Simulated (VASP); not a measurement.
Here is a VASP 6.6.1 calculation.

File INCAR:

```
SYSTEM = TlRu2
  ALGO = Normal
  EDIFF = 1E-6
  ENCUT = 520
  GGA = PE
  ISIF = 2
  ISMEAR = 0
  LASPH = .TRUE.
  LCHARG = .FALSE.
  LREAL = .FALSE.
  LWAVE = .FALSE.
  NBANDS = 28
  NELM = 80
  PREC = Accurate
  SIGMA = 0.1
```

The input KPOINTS:

```
k-points
0
G
  6 6 6
  0 0 0
```

POSCAR

```
TlRu2
1.0
    0.0000000000      2.9974923681      2.9974923681
    2.9974923681      0.0000000000      2.9974923681
    2.9974923681      2.9974923681      0.0000000000
Tl Ru
1 2
Direct
    0.0000000000      0.0000000000      0.0000000000
    0.2500000000      0.2500000000      0.2500000000
    0.7500000000      0.7500000000      0.7500000000
```

Potentials or basis: VASP PAW PBE potentials, release 64 (Tl_d, Ru_pv).

Run with:

```sh
$ cat potpaw_PBE.64/Tl_d/POTCAR potpaw_PBE.64/Ru_pv/POTCAR > POTCAR
$ mpirun -np 1 vasp_std > vasp.out
```

(1) What does it give for the pressure?

(2) Predict the band gap on the k mesh.

## Answers

(1) 16.2 GPa.

(2) zero (an odd number of electrons rules out a gap without spin polarisation).

Caveat: the cell stands under pressure; spin-orbit coupling is left out, which moves the levels of the heavy elements.
